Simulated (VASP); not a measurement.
A run of VASP 6.6.1 is set up as follows.

INCAR

```
PREC = Accurate ; ENCUT = 500
EDIFF = 1E-6 ; ISMEAR = 0
SIGMA = 0.1 ; LREAL = False
LASPH = True ; NELM = 120
ALGO = Normal ; ISIF = 2
LWAVE = False ; LCHARG = True
GGA = PE ; LELF = True
LVHAR = True ; NBANDS = 26
GGA_COMPAT = False
```

Contents of KPOINTS:

```
Automatic mesh
0
Gamma
  18 18 18
```

POSCAR

```
Ti2W
1.0
    0.0000000000      2.3038621360      6.8286218549
    1.5890327359      0.0000000000      6.8286218549
    1.5890327359      2.3038621360      0.0000000000
Ti W
2 1
Direct
    0.6601159306      0.6601159306      0.3398840694
    0.3398840694      0.3398840694      0.6601159306
    0.0000000000      0.0000000000      0.0000000000
```

Potentials or basis: VASP PAW PBE potentials, release 64 (Ti_sv, W_sv).

The run is started by

```console
$ cat potpaw_PBE.64/Ti_sv/POTCAR potpaw_PBE.64/W_sv/POTCAR > POTCAR
$ mpirun -np 1 vasp_std > vasp.out
```

Q: Predict the largest force.

A: 0.016 eV/Å.

Q: Predict the band gap on the k mesh.

A: Zero (bands 19 and 20 overlap by 1.61 eV).

Forces on the atoms (eV/Å):
```
Ti   0.000  0.000  0.016
Ti   0.000  0.000 -0.016
W    0.000  0.000  0.000
```

Caveat: spin-orbit coupling is left out, which moves the levels of the heavy elements.
